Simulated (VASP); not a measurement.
# SiNi3 (Pm-3m) in VASP: further runs, part 2 of 2

VASP 6.6.1. Earlier steps stand in the parts before.

## 4. Single point, PBE, collinear spin, ferromagnetic start

This run uses another cell than the first one, of 11.11 Å³/atom.

The input, INCAR:

```
PREC = Accurate
ENCUT = 690
EDIFF = 1E-6
ISMEAR = 0
SIGMA = 0.027000000000000003
LREAL = False
LASPH = True
NELM = 200
ALGO = Normal
ISIF = 2
LWAVE = False
LCHARG = False
ISPIN = 2
MAGMOM = 1 1 1 0
LORBIT = 11
LMAXMIX = 4
GGA = PE
NBANDS = 41
GGA_COMPAT = False
```

The input, KPOINTS:

```
Automatic mesh
0
Gamma
  8 8 8
```

The input, POSCAR:

```
SiNi3
1.0
    3.5420000000      0.0000000000      0.0000000000
    0.0000000000      3.5420000000      0.0000000000
    0.0000000000      0.0000000000      3.5420000000
Ni Si
3 1
Direct
    0.5000000000      0.5000000000      0.0000000000
    0.5000000000      0.0000000000      0.5000000000
    0.0000000000      0.5000000000      0.5000000000
    0.0000000000      0.0000000000      0.0000000000
```

On the command line:

```bash
$ cat potpaw_PBE.64/Ni_sv_GW/POTCAR potpaw_PBE.64/Si/POTCAR > POTCAR
$ mpirun -np 1 vasp_std > vasp.out
```

Run time: 1.7 min. Hardware: 1 thread of Intel Xeon 6975P-C (Granite Rapids), shared host; peak memory 0.29 GiB.

Results (log left out):

```yaml
Free_energy: -26.4922 eV
Pressure: -6.7 GPa
Band_gap_on_the_k_mesh: zero (filled and empty bands overlap)
Net_moment: 0.00 μB per cell
Valence_electrons_inside_the_program's_atomic_spheres: Ni 16.40; Si 1.53
```

Levels at points of the mesh, in eV from the Fermi level:
Spin up:
| k point | band 25 | band 26 | band 27 | band 28 | band 29 | band 30 | band 31 | band 32 | band 33 | band 34 |
| --- | --- | --- | --- | --- | --- | --- | --- | --- | --- | --- |
| (0.00, 0.00, 0.00) | -0.91 | -0.61 | -0.61 | -0.29 | 0.02 | 0.02 | 0.02 | 4.50 | 6.15 | 6.15 |
| (0.50, 0.00, 0.00) | -1.27 | -1.26 | -1.11 | -0.54 | 0.03 | 3.46 | 3.46 | 4.89 | 5.14 | 5.14 |
| (0.50, 0.50, 0.00) | -1.39 | -1.39 | -1.07 | -0.98 | -0.92 | 0.61 | 0.61 | 5.39 | 6.13 | 7.51 |
| (0.50, 0.50, 0.50) | -1.40 | -1.19 | -1.19 | -0.43 | -0.20 | -0.20 | -0.20 | 1.08 | 3.85 | 3.85 |
Spin down:
```tsv
k point	band 27	band 28	band 29	band 30	band 31	band 32
(0.00, 0.00, 0.00)	-0.61	-0.29	0.03	0.03	0.03	4.50
(0.50, 0.00, 0.00)	-1.11	-0.54	0.03	3.46	3.46	4.89
(0.50, 0.50, 0.00)	-1.07	-0.98	-0.92	0.62	0.62	5.39
(0.50, 0.50, 0.50)	-1.19	-0.43	-0.20	-0.20	-0.20	1.08
```

Caveat: the cell stands under tension; the moments typed at the start vanished in this run.

## 5. Single point, PBE, collinear spin, ferromagnetic start

This run uses another cell than the first one, of 11.11 Å³/atom.

The input, INCAR:

```
ALGO = Normal
EDIFF = 1E-6
ENCUT = 690
GGA = PE
GGA_COMPAT = False
ISIF = 2
ISMEAR = -1
ISPIN = 2
LASPH = True
LCHARG = False
LMAXMIX = 4
LORBIT = 11
LREAL = False
LWAVE = False
MAGMOM = 1.26667 1.26667 1.26667 0
NBANDS = 41
NELM = 200
NUPDOWN = 3.8
PREC = Accurate
SIGMA = 0.05
```

The input, KPOINTS:

```
k-points
0
Gamma
  6 6 6
```

POSCAR is that of step 4.

Potentials or basis: VASP PAW PBE potentials, release 64 (Ni_sv_GW, Si).

On the command line:

```bash
$ cat potpaw_PBE.64/Ni_sv_GW/POTCAR potpaw_PBE.64/Si/POTCAR > POTCAR
$ mpirun -np 1 vasp_std > vasp.out
```

OUTCAR:

```text
EDIFF = 1E-6
   ENCUT = 690
   GGA = PE
   ISIF = 2
   ISMEAR = -1
   ISPIN = 2
   LASPH = True
   LORBIT = 11
   LREAL = False
   NELM = 200
   NUPDOWN = 3.8
   PREC = Accurate

 ion  position               nearest neighbor table
   1  0.500  0.500  0.000-   2 2.50   3 2.50   4 2.50   2 2.50   3 2.50   2 2.50   4 2.50   2 2.50
                             3 2.50   4 2.50   3 2.50   4 2.50
   2  0.500  0.000  0.500-   1 2.50   3 2.50   4 2.50   1 2.50   4 2.50   1 2.50   3 2.50   1 2.50
                             3 2.50   4 2.50   4 2.50   3 2.50
   3  0.000  0.500  0.500-   1 2.50   2 2.50   4 2.50   1 2.50   4 2.50   2 2.50   4 2.50   4 2.50
                             1 2.50   2 2.50   1 2.50   2 2.50
   4  0.000  0.000  0.000-   1 2.50   2 2.50   3 2.50   2 2.50   3 2.50   1 2.50   3 2.50   3 2.50
                             1 2.50   2 2.50   2 2.50   1 2.50

  LATTYP: Found a simple cubic cell.
 ALAT       =     3.5420000000

  Lattice vectors:

 A1 = (   3.5420000000,   0.0000000000,   0.0000000000)
 A2 = (   0.0000000000,   3.5420000000,   0.0000000000)
 A3 = (   0.0000000000,   0.0000000000,   3.5420000000)
[... 1964 lines left out ...]
  -------------------------------------------------------------------------------------
  Total        1.6951582      1.6951582      1.6951582     -0.0000000      0.0000000     -0.0000000
  in kB       61.1188446     61.1188446     61.1188446     -0.0000000      0.0000000     -0.0000000
  external PRESSURE =      61.1188446 kB  Pullay stress =       0.0000000 kB

 VOLUME and BASIS-vectors are now :
 -----------------------------------------------------------------------------
  energy-cutoff  :      690.00
  volume of cell :       44.44
      direct lattice vectors                 reciprocal lattice vectors
     3.542000000  0.000000000  0.000000000     0.282326369  0.000000000  0.000000000
     0.000000000  3.542000000  0.000000000     0.000000000  0.282326369  0.000000000
     0.000000000  0.000000000  3.542000000     0.000000000  0.000000000  0.282326369

 POSITION                                       TOTAL-FORCE (eV/Angst)
 -----------------------------------------------------------------------------------
      1.77100      1.77100      0.00000         0.000000      0.000000      0.000000
      1.77100      0.00000      1.77100         0.000000      0.000000      0.000000
      0.00000      1.77100      1.77100         0.000000      0.000000      0.000000
      0.00000      0.00000      0.00000         0.000000      0.000000      0.000000
 -----------------------------------------------------------------------------------
    total drift:                                0.000000      0.000000     -0.000000

  FREE ENERGIE OF THE ION-ELECTRON SYSTEM (eV)
  ---------------------------------------------------
  free  energy   TOTEN  =       -24.4972670070 eV

  energy  without entropy=      -24.4615713892  energy(sigma->0) =      -24.47941920

 total charge

# of ion       s       p       d       f       tot
--------------------------------------------------
    1        2.235   6.339   7.781   0.004  16.360
    2        2.235   6.339   7.781   0.004  16.360
    3        2.235   6.339   7.781   0.004  16.360
    4        0.725   0.878   0.000   0.000   1.603
--------------------------------------------------
tot          7.430  19.897  23.343   0.013  50.683

 magnetization (x)

# of ion       s       p       d       f       tot
--------------------------------------------------
    1        0.012   0.045   1.033   0.001   1.090
    2        0.012   0.045   1.033   0.001   1.090
    3        0.012   0.045   1.033   0.001   1.090
    4        0.062   0.162   0.000   0.000   0.223
--------------------------------------------------
tot          0.097   0.296   3.099   0.002   3.494
```

stdout:

```text
POSCAR found type information on POSCAR NiSi
 POSCAR found :  2 types and       4 ions
 scaLAPACK will be used
 LDA part: xc-table for (Slater+PW92), standard interpolation
 POSCAR, INCAR and KPOINTS ok, starting setup
 FFT: planning ... GRIDC
 FFT: planning ... GRID_SOFT
 FFT: planning ... GRID
 WAVECAR not read
 entering main loop
```

Run time: 74 s. Hardware: 1 thread of AMD EPYC 9R45 (Zen 5), shared host; peak memory 0.22 GiB.

What came out:

```
Free energy                                           : -24.4973 eV
Pressure                                              : 6.1 GPa
Net moment                                            : 3.80 μB per cell
Site moments                                          : Ni +1.09; Si +0.22 μB
Valence electrons inside the program's atomic spheres : Ni 16.36; Si 1.60
```

Caveat: the cell stands under pressure; the total moment is fixed, so each spin has its own Fermi level and the state may be an excited one.

## 6. Single point, PBEsol-based global hybrid with 25 % exact exchange, collinear spin, ferromagnetic start

This run uses another cell than the first one, of 11.11 Å³/atom.

POSCAR is that of step 5.

The input, INCAR.step1:

```
PREC     = Accurate       # precision mode
ENCUT    = 520            # plane-wave cutoff, eV
EDIFF    = 1E-5           # SCF threshold, eV
ISMEAR   = -1             # smearing method
SIGMA    = 0.05           # smearing width, eV
LREAL    = F              # projectors in reciprocal space
LASPH    = T              # aspherical terms in the spheres
NELM     = 150            # most SCF steps
ALGO     = Normal         # electronic algorithm
ISIF     = 2              # what is computed and relaxed
LWAVE    = T              # write WAVECAR
LCHARG   = F              # write CHGCAR
ISPIN    = 2              # spin polarisation
MAGMOM   = 1 1 1 0        # initial moments
LORBIT   = 11             # projections on sites
LMAXMIX  = 4              # l up to which the mixer works
GGA      = PE             # functional
NBANDS   = 29             # bands
KPAR     = 4
```

The input, INCAR.step2:

```
PREC     = Accurate       # precision mode
ENCUT    = 520            # plane-wave cutoff, eV
EDIFF    = 1E-6           # SCF threshold, eV
ISMEAR   = -1             # smearing method
SIGMA    = 0.05           # smearing width, eV
LREAL    = F              # projectors in reciprocal space
LASPH    = T              # aspherical terms in the spheres
NELM     = 150            # most SCF steps
ALGO     = Normal         # electronic algorithm
ISIF     = 2              # what is computed and relaxed
LWAVE    = F              # write WAVECAR
LCHARG   = F              # write CHGCAR
ISPIN    = 2              # spin polarisation
MAGMOM   = 1 1 1 0        # initial moments
LORBIT   = 11             # projections on sites
LMAXMIX  = 4              # l up to which the mixer works
GGA      = PS             # functional
LHFCALC  = T              # exact exchange
AEXX     = 0.25           # exact-exchange fraction
PRECFOCK = Normal       
ISTART   = 1            
NBANDS   = 29             # bands
KPAR     = 4
```

The input, KPOINTS:

```
regular mesh
0
Gamma
  4 4 4
```

Potentials or basis: VASP PAW PBE potentials, release 64 (Ni, Si).

On the command line:

```bash
$ cat potpaw_PBE.64/Ni/POTCAR potpaw_PBE.64/Si/POTCAR > POTCAR
$ cp INCAR.step1 INCAR
$ mpirun -np 4 vasp_std > vasp.out
$ cp INCAR.step2 INCAR
$ mpirun -np 4 vasp_std > vasp.out
```

OUTCAR:

```text
PREC = Accurate
   ENCUT = 520
   EDIFF = 1E-6
   ISMEAR = -1
   LREAL = F
   LASPH = T
   NELM = 150
   ISIF = 2
   ISPIN = 2
   LORBIT = 11
   GGA = PS
   LHFCALC = T
   AEXX = 0.25
   PRECFOCK = Normal
   ISTART = 1

 ion  position               nearest neighbor table
   1  0.500  0.500  0.000-   2 2.50   3 2.50   4 2.50   2 2.50   3 2.50   2 2.50   4 2.50   2 2.50
                             3 2.50   4 2.50   3 2.50   4 2.50
   2  0.500  0.000  0.500-   1 2.50   3 2.50   4 2.50   1 2.50   4 2.50   1 2.50   3 2.50   1 2.50
                             3 2.50   4 2.50   4 2.50   3 2.50
   3  0.000  0.500  0.500-   1 2.50   2 2.50   4 2.50   1 2.50   4 2.50   2 2.50   4 2.50   4 2.50
                             1 2.50   2 2.50   1 2.50   2 2.50
   4  0.000  0.000  0.000-   1 2.50   2 2.50   3 2.50   2 2.50   3 2.50   1 2.50   3 2.50   3 2.50
                             1 2.50   2 2.50   2 2.50   1 2.50

  LATTYP: Found a simple cubic cell.
 ALAT       =     3.5420000000

  Lattice vectors:

 A1 = (   3.5420000000,   0.0000000000,   0.0000000000)
 A2 = (   0.0000000000,   3.5420000000,   0.0000000000)
 A3 = (   0.0000000000,   0.0000000000,   3.5420000000)

Analysis of symmetry for initial positions (statically):
=====================================================================
 Subroutine PRICEL returns:
 Original cell was already a primitive cell.

 Routine SETGRP: Setting up the symmetry group for a
 simple cubic supercell.

 Subroutine GETGRP returns: Found 48 space group operations
 (whereof 48 operations were pure point group operations)
 out of a pool of 48 trial point group operations.

The static configuration has the point symmetry O_h .

Analysis of symmetry for dynamics (positions and initial velocities):
=====================================================================
 Subroutine PRICEL returns:
 Original cell was already a primitive cell.

 Routine SETGRP: Setting up the symmetry group for a
 simple cubic supercell.

 Subroutine GETGRP returns: Found 48 space group operations
 (whereof 48 operations were pure point group operations)
 out of a pool of 48 trial point group operations.

The dynamic configuration has the point symmetry O_h .

Analysis of structural, dynamic, and magnetic symmetry:
=====================================================================
 Subroutine PRICEL returns:
 Original cell was already a primitive cell.

 Routine SETGRP: Setting up the symmetry group for a
 simple cubic supercell.

 Subroutine GETGRP returns: Found 48 space group operations
 (whereof 48 operations were pure point group operations)
 out of a pool of 48 trial point group operations.

The overall configuration has the point symmetry O_h .

 Subroutine INISYM returns: Found 48 space group operations
 (whereof 48 operations are pure point group operations),
 and found     1 'primitive' translations

----------------------------------------------------------------------------------------

                                     Primitive cell

  volume of cell :      44.4371

  direct lattice vectors                    reciprocal lattice vectors
     3.542000000  0.000000000  0.000000000     0.282326369  0.000000000  0.000000000
     0.000000000  3.542000000  0.000000000     0.000000000  0.282326369  0.000000000
[... 83 lines left out ...]
   TEBEG  =    0.0;   TEEND  =   0.0 temperature during run
   PSTRESS=    0.0 pullay stress
   NELECT =      34.0000    total number of electrons
   NUPDOWN=      -1.0000    fix difference up-down
   EMIN   =  10.00;   EMAX   =-10.00  energy-range for DOS
   EFERMI =   0.00;   METHOD = LEGACY
   ISMEAR =    -1;   SIGMA  =   0.05  broadening in eV -4-tet -1-fermi 0-gaus
   EFERMI_NEDOS =   21; number of points for ismear=-14 and -15
   IALGO  =     38    algorithm
   IMIX   =      1    mixing-type and parameters
     AMIX     =   0.40;   BMIX     =  1.00
     AMIX_MAG =   1.60;   BMIX_MAG =  1.00
  volume/ion in A,a.u.               =      11.11        74.97
  Fermi-wavevector in a.u.,A,eV,Ry     =   1.497336  2.829555 30.504465  2.242015
  Thomas-Fermi vector in A             =   2.609237
   LORBIT       =     11    0 simple, 1 ext, 2 COOP (PROOUT), +10 PAW based schemes
   GGA     = PS    functional components
   LHFCALC =     T    Hartree Fock is set to
   PRECFOCK=normal    Normal, Fast or Accurate (Low or Medium for compatibility)
   ENCUT4O =  -1.0   cutoff for four orbital integrals eV
   NKREDX  =     1    reduce k-point grid by
   NKREDY  =     1    reduce k-point grid by
   NKREDZ  =     1    reduce k-point grid by
   AEXX    =    0.2500 exact exchange contribution
   HFSCREEN=    0.0000 screening length (either q_TF or 0.3 A-1)
   HFSCREENC=   0.0000 screening length for correlation (either q_TF or 0.3 A-1)
   ENCUTFOCK=  -1.0 apply spherical cutoff to Coloumb kernel
   IVDW    =     0    specifies the selected vdW correction
   LEPSILON=     F    determine dielectric tensor
   LRPA    =     F    only Hartree local field effects (RPA)
 spin polarized calculation
  energy-cutoff  :      520.00
  volume of cell :       44.44
 maximum number of plane-waves:      1222
 NGX is ok and might be reduce to    28
  NGX = 20; NGY = 20; NGZ = 20

 number of electron      33.9999988 magnetization       0.0000538

 number of electron      33.9999988 magnetization      -0.0000541

 Free energy of the ion-electron system (eV)
  ---------------------------------------------------
  ext. energy  EPLUGINS =         0.00000000
  ---------------------------------------------------
  free energy    TOTEN  =       -30.88989140 eV

  energy without entropy =      -30.88976434  energy(sigma->0) =      -30.88982787

 E-fermi :   9.4081     XC(G=0): -10.2049

 val. band max:        9.0498874328   @ k =   0.2500   0.0000   0.0000
 cond. band min:       9.7292675342   @ k =   0.0000   0.0000   0.0000
 fundamental gap:      0.6793801014
 Fermi energy:         9.4081162395

 spin component 1

 k-point     1 :       0.0000    0.0000    0.0000
  band No.  band energies     occupation
      1      -3.7450      1.00000
      2       3.4465      1.00000
      3       4.3679      1.00000
      4       4.3679      1.00000
      5       4.9596      1.00000
      6       4.9596      1.00000
[... 309 lines left out ...]
     28      28.1188      0.00000
     29      32.4987      0.00000
 Fermi energy:         9.4081162395

 spin component 2

 k-point     1 :       0.0000    0.0000    0.0000
  band No.  band energies     occupation
      1      -3.7443      1.00000
      2       3.4468      1.00000
      3       4.3680      1.00000
      4       4.3680      1.00000
      5       4.9584      1.00000
      6       4.9584      1.00000
[... 309 lines left out ...]
     28      28.1193      0.00000
     29      32.4993      0.00000

------------------------ aborting loop because EDIFF is reached ----------------------------------------

  FORCE on cell =-STRESS in cart. coord.  units (eV):
  Direction    XX          YY          ZZ          XY          YZ          ZX
  --------------------------------------------------------------------------------------
  -------------------------------------------------------------------------------------
  Total       -5.4054008     -5.4054008     -5.4054008      0.0000000      0.0000000     -0.0000000
  in kB     -194.8914614   -194.8914614   -194.8914614      0.0000000      0.0000000     -0.0000000
  external PRESSURE =    -194.8914614 kB  Pullay stress =       0.0000000 kB

 VOLUME and BASIS-vectors are now :
 -----------------------------------------------------------------------------
  energy-cutoff  :      520.00
  volume of cell :       44.44
      direct lattice vectors                 reciprocal lattice vectors
     3.542000000  0.000000000  0.000000000     0.282326369  0.000000000  0.000000000
     0.000000000  3.542000000  0.000000000     0.000000000  0.282326369  0.000000000
     0.000000000  0.000000000  3.542000000     0.000000000  0.000000000  0.282326369

 POSITION                                       TOTAL-FORCE (eV/Angst)
 -----------------------------------------------------------------------------------
      1.77100      1.77100      0.00000         0.000000      0.000000      0.000000
      1.77100      0.00000      1.77100         0.000000      0.000000      0.000000
      0.00000      1.77100      1.77100         0.000000      0.000000      0.000000
      0.00000      0.00000      0.00000         0.000000      0.000000      0.000000
 -----------------------------------------------------------------------------------
    total drift:                                0.000000      0.000001      0.000000

  FREE ENERGIE OF THE ION-ELECTRON SYSTEM (eV)
  ---------------------------------------------------
  free  energy   TOTEN  =       -30.8898913956 eV

  energy  without entropy=      -30.8897643448  energy(sigma->0) =      -30.88982787

 total charge

# of ion       s       p       d       tot
------------------------------------------
    1        0.460   0.518   8.513   9.491
    2        0.460   0.518   8.513   9.491
    3        0.460   0.518   8.513   9.491
    4        0.756   0.772   0.000   1.527
--------------------------------------------------
tot          2.135   2.325  25.540  29.999

 magnetization (x)

# of ion       s       p       d       tot
------------------------------------------
    1        0.000   0.000  -0.000  -0.000
    2        0.000   0.000  -0.000  -0.000
    3        0.000   0.000  -0.000  -0.000
    4        0.000   0.000   0.000   0.000
--------------------------------------------------
tot          0.000   0.000  -0.001  -0.000
```

Run time: 35 min. Hardware: 4 MPI ranks of Oxide Virtual Turin-like, shared host; peak memory 0.18 GiB.

Results:

* Free energy: -30.8899 eV
* Pressure: -19.5 GPa
* Band gap on the k mesh: zero (filled and empty bands overlap)
* Net moment: 0.00 μB per cell
* Valence electrons inside the program's atomic spheres: Ni 9.49; Si 1.53

Caveat: the k points lie up to 0.44 Å⁻¹ apart, too coarse for converged energies and pressures of a metal; the moments typed at the start vanished in this run; the PAW data sets were made with another functional, which shifts forces and pressure a little.

## 7. The runs side by side

```tsv
level	potentials or basis	fixed moment (μB)	cell	k mesh	cutoff (eV)	smearing	grid for exact exchange (PRECFOCK)	share of exact exchange	gap on the mesh (eV)	pressure (GPa)	moment (μB)
PBE+D3(BJ)	VASP PAW PBE potentials, release 64 (Ni_sv_GW, Si)	-	a = 3.465 Å, 4 atoms	8 × 8 × 8	690	fermi-dirac 0.05 eV	-	-	none	-0.8	0.00
PBE	VASP PAW PBE potentials, release 64 (Ni_sv_GW, Si)	-	a = 3.416 Å, 4 atoms	8 × 8 × 8	690	fermi-dirac 0.05 eV	-	-	none	19.2	0.00
PBE	VASP PAW PBE potentials, release 64 (Ni_sv_GW, Si)	-	a = 3.542 Å, 4 atoms	8 × 8 × 8	690	gaussian 0.027 eV	-	-	none	-6.7	0.00
PBE	VASP PAW PBE potentials, release 64 (Ni_sv_GW, Si)	3.8	a = 3.542 Å, 4 atoms	6 × 6 × 6	690	fermi-dirac 0.05 eV	-	-	-	6.1	3.80
PBEsol-based global hybrid with 25 % exact exchange	VASP PAW PBE potentials, release 64 (Ni, Si)	-	a = 3.542 Å, 4 atoms	4 × 4 × 4	520	fermi-dirac 0.05 eV	Normal	0.25	none	-19.5	0.00
```

Alike in all rows: task single point; spin collinear, ferromagnetic start.

Caveats: some runs use coarse meshes; the moments typed at the start vanished in this run (at least some runs); the cell stands under pressure (at least some runs); the cell stands under tension (at least some runs); the total moment is fixed, so each spin has its own Fermi level and the state may be an excited one (at least some runs); the PAW data sets were made with another functional, which shifts forces and pressure a little (at least some runs).

Absolute energies hang on the potentials; compare differences alone.

The gap in the log of VASP goes by the Fermi energy; the results here count the filled bands.